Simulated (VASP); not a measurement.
# Mo in VASP: single point with PBEsol

Aim: the single point of Mo with PBEsol.

Program: VASP 6.6.1. These are calculated values, not measurements. Logs are shortened: lines on timing, memory, paths and dates and some standing lists are left out, and cuts for length are marked.

## (1) The cell of the first run

The cell holds a slab with vacuum, 4 atoms: a = 2.721 Å, b = 2.721 Å, c = 14.887 Å, α = 90.00°, β = 90.00°, γ = 109.47°.

## (2) Single point, PBEsol (the distance across one plane changed)

INCAR

```
SYSTEM = Mo
ALGO     = Fast           ! electronic algorithm
EDIFF    = 1E-6           ! SCF threshold, eV
ENCUT    = 520            ! plane-wave cutoff, eV
GGA      = PS             ! functional
ISIF     = 2              ! what is computed and relaxed
ISMEAR   = 0              ! smearing method
LASPH    = .True.         ! aspherical terms in the spheres
LCHARG   = .True.         ! write CHGCAR
LELF     = .True.         ! ELF
LREAL    = .False.        ! projectors in reciprocal space
LVHAR    = .True.       
LWAVE    = .False.        ! write WAVECAR
NBANDS   = 36             ! bands
NELM     = 100            ! most SCF steps
PREC     = Accurate       ! precision mode
SIGMA    = 0.15           ! smearing width, eV
```

KPOINTS

```
k-points
0
Gamma
  18 18 6
  0 0 0
```

POSCAR

```
Mo
1.0
   -1.5710000000      1.5710000000     -1.5710000000
   -1.5710000000     -1.5710000000      1.5710000000
    0.0000000000     10.5266406871     10.5266406871
Mo
4
Direct
    0.0000000000      0.0000000000      0.5223413778
    0.5000000000      0.5000000000      0.0746201968
    0.0000000000      0.0000000000      0.2238605905
    0.5000000000      0.5000000000      0.3731009841
```

Potentials or basis: VASP PAW PBE potentials, release 64 (Mo_sv).

Command:

```sh
cat potpaw_PBE.64/Mo_sv/POTCAR > POTCAR
mpirun -np 1 vasp_std > vasp.out
```

OUTCAR:

```text
SYSTEM = Mo
   EDIFF = 1E-6
   ENCUT = 520
   GGA = PS
   ISIF = 2
   ISMEAR = 0
   LASPH = .True.
   LREAL = .False.
   NELM = 100
   PREC = Accurate

 ion  position               nearest neighbor table
   1  0.000  0.000  0.522-   4 2.72   4 2.72   4 3.14   4 3.14
   2  0.500  0.500  0.075-   3 2.72   3 2.72   3 3.14   3 3.14
   3  0.000  0.000  0.224-   4 2.72   4 2.72   2 2.72   2 2.72   4 3.14   4 3.14   2 3.14   2 3.14

   4  0.500  0.500  0.373-   3 2.72   3 2.72   1 2.72   1 2.72   3 3.14   3 3.14   1 3.14   1 3.14

  LATTYP: Found a base centered orthorhombic cell.
 ALAT       =     3.1420000000
 B/A-ratio  =     1.4142135624
 C/A-ratio  =     4.7380388370

  Lattice vectors:

 A1 = (  -1.5710000000,   1.5710000000,  -1.5710000000)
 A2 = (  -1.5710000000,  -1.5710000000,   1.5710000000)
 A3 = (   0.0000000000,  10.5266406871,  10.5266406871)

Analysis of symmetry for initial positions (statically):
=====================================================================
 Subroutine PRICEL returns:
 Original cell was already a primitive cell.

 Routine SETGRP: Setting up the symmetry group for a
 base centered orthorhombic supercell.

 Subroutine GETGRP returns: Found  8 space group operations
 (whereof  4 operations were pure point group operations)
 out of a pool of  8 trial point group operations.

The static configuration has the point symmetry C_2v.
 The point group associated with its full space group is D_2h.

Analysis of symmetry for dynamics (positions and initial velocities):
=====================================================================
 Subroutine PRICEL returns:
 Original cell was already a primitive cell.

 Routine SETGRP: Setting up the symmetry group for a
 base centered orthorhombic supercell.

 Subroutine GETGRP returns: Found  8 space group operations
 (whereof  4 operations were pure point group operations)
 out of a pool of  8 trial point group operations.

The dynamic configuration has the point symmetry C_2v.
 The point group associated with its full space group is D_2h.

 Subroutine INISYM returns: Found  8 space group operations
 (whereof  4 operations are pure point group operations),
 and found     1 'primitive' translations

----------------------------------------------------------------------------------------
[... 95 lines left out ...]
   ENCUT  =  520.0 eV  38.22 Ry    6.18 a.u.   5.06  5.06 27.68*2*pi/ulx,y,z
   NELM   =    100;   NELMIN=  2; NELMDL= -5     # of ELM steps
   EDIFF  = 0.1E-05   stopping-criterion for ELM
   LREAL  =      F    real-space projection
   EDIFFG = 0.1E-04   stopping-criterion for IOM
   NSW    =      0    number of steps for IOM
   IBRION =     -1    ionic relax: 0-MD 1-quasi-New 2-CG
   NFREE  =      0    steps in history (QN), initial steepest desc. (CG)
   ISIF   =      2    stress and relaxation
   ISYM   =      2    0-nonsym 1-usesym 2-fastsym
   POTIM  = 0.5000    time-step for ionic-motion
   TEBEG  =    0.0;   TEEND  =   0.0 temperature during run
   PSTRESS=    0.0 pullay stress
   NELECT =      56.0000    total number of electrons
   NUPDOWN=      -1.0000    fix difference up-down
   EMIN   =  10.00;   EMAX   =-10.00  energy-range for DOS
   EFERMI =   0.00;   METHOD = LEGACY
   ISMEAR =     0;   SIGMA  =   0.15  broadening in eV -4-tet -1-fermi 0-gaus
   EFERMI_NEDOS =   21; number of points for ismear=-14 and -15
   IALGO  =     68    algorithm
   IMIX   =      4    mixing-type and parameters
     AMIX     =   0.40;   BMIX     =  1.00
     AMIX_MAG =   1.60;   BMIX_MAG =  1.00
  volume/ion in A,a.u.               =      25.98       175.32
  Fermi-wavevector in a.u.,A,eV,Ry     =   1.332202  2.517497 24.147110  1.774762
  Thomas-Fermi vector in A             =   2.461155
   LORBIT       =      0    0 simple, 1 ext, 2 COOP (PROOUT), +10 PAW based schemes
   GGA     = PS    functional components
   LHFCALC =     F    Hartree Fock is set to
   AEXX    =    0.0000 exact exchange contribution
   IVDW    =     0    specifies the selected vdW correction
   LEPSILON=     F    determine dielectric tensor
   LRPA    =     F    only Hartree local field effects (RPA)
 non-spin polarized calculation
 RMM-DIIS sequential band-by-band and
 Gauss-broadening in eV      SIGMA  =   0.15
  energy-cutoff  :      520.00
  volume of cell :      103.92
 maximum number of plane-waves:      2832
   NGX = 11   NGY = 11   NGZ = 55

 number of electron      55.9999993 magnetization

 Free energy of the ion-electron system (eV)
  ---------------------------------------------------
  ext. energy  EPLUGINS =         0.00000000
  ---------------------------------------------------
  free energy    TOTEN  =       -44.32534249 eV

  energy without entropy =      -44.28265788  energy(sigma->0) =      -44.30400018

 E-fermi :   5.7385     XC(G=0):  -9.3603

 val. band max:        5.7378849452   @ k =   0.3333   0.1667   0.5000
 cond. band min:       5.7387436052   @ k =  -0.2222   0.2222   0.0000
 fundamental gap:      0.0008586600
 Fermi energy:         5.7384592122

 k-point     1 :       0.0000    0.0000    0.0000
  band No.  band energies     occupation
      1     -55.5132      2.00000
      2     -55.3872      2.00000
      3     -55.1993      2.00000
      4     -55.1873      2.00000
      5     -30.0829      2.00000
      6     -29.6792      2.00000
[... 925 lines left out ...]
     35       7.2777      0.00000
     36       7.4737      0.00000

 [... further k-points ...]

------------------------ aborting loop because EDIFF is reached ----------------------------------------

  FORCE on cell =-STRESS in cart. coord.  units (eV):
  Direction    XX          YY          ZZ          XY          YZ          ZX
  --------------------------------------------------------------------------------------
  -------------------------------------------------------------------------------------
  Total       -5.7112633     -4.6744677     -4.6744677      0.0000000      0.8861522     -0.0000000
  in kB      -88.0522799    -72.0676878    -72.0676878      0.0000000     13.6620769     -0.0000000
  external PRESSURE =     -77.3958852 kB  Pullay stress =       0.0000000 kB

 VOLUME and BASIS-vectors are now :
 -----------------------------------------------------------------------------
  energy-cutoff  :      520.00
  volume of cell :      103.92
      direct lattice vectors                 reciprocal lattice vectors
    -1.571000000  1.571000000 -1.571000000    -0.318268619  0.159134309 -0.159134309
    -1.571000000 -1.571000000  1.571000000    -0.318268619 -0.159134309  0.159134309
     0.000000000 10.526640687 10.526640687     0.000000000  0.047498534  0.047498534

 POSITION                                       TOTAL-FORCE (eV/Angst)
 -----------------------------------------------------------------------------------
      0.00000      5.49850      5.49850        -0.000000     -0.540909     -0.540909
     -1.57100      0.78550      0.78550         0.000000      0.540909      0.540909
      0.00000      2.35650      2.35650         0.000000     -0.427358     -0.427358
     -1.57100      3.92750      3.92750        -0.000000      0.427358      0.427358
 -----------------------------------------------------------------------------------
    total drift:                                0.000000      0.000029      0.000029

  FREE ENERGIE OF THE ION-ELECTRON SYSTEM (eV)
  ---------------------------------------------------
  free  energy   TOTEN  =       -44.3253424860 eV

  energy  without entropy=      -44.2826578766  energy(sigma->0) =      -44.30400018
```

stdout:

```text
POSCAR found type information on POSCAR Mo
 POSCAR found :  1 types and       4 ions
 scaLAPACK will be used
 -----------------------------------------------------------------------------
|                                                                             |
|                                                                             |
|     You enforced a specific xc type in the INCAR file but a different       |
|     I HOPE YOU KNOW WHAT YOU ARE DOING!                                     |
|                                                                             |
 -----------------------------------------------------------------------------

 LDA part: xc-table for (Slater+PW92), standard interpolation
 POSCAR, INCAR and KPOINTS ok, starting setup
 FFT: planning ... GRIDC
 FFT: planning ... GRID_SOFT
 FFT: planning ... GRID
 WAVECAR not read
 entering main loop
```

Run time: 12 min. Hardware: 1 thread of Intel Xeon 6975P-C (Granite Rapids), shared host; peak memory 0.92 GiB.

What came out:

| Property | Result |
| --- | --- |
| Free energy | -44.3253 eV |
| Largest force | 0.765 eV/Å |
| Band gap on the k mesh | zero (bands 28 and 29 overlap by 1.94 eV) |

Forces on the atoms (eV/Å):
```
Mo   0.000 -0.541 -0.541
Mo   0.000  0.541  0.541
Mo   0.000 -0.427 -0.427
Mo   0.000  0.427  0.427
```

Caveat: the cell differs from its parent crystal (the distance across one plane changed); there is no dipole correction, which matters where the two faces differ; the PAW data sets were made with another functional, which shifts forces and pressure a little.
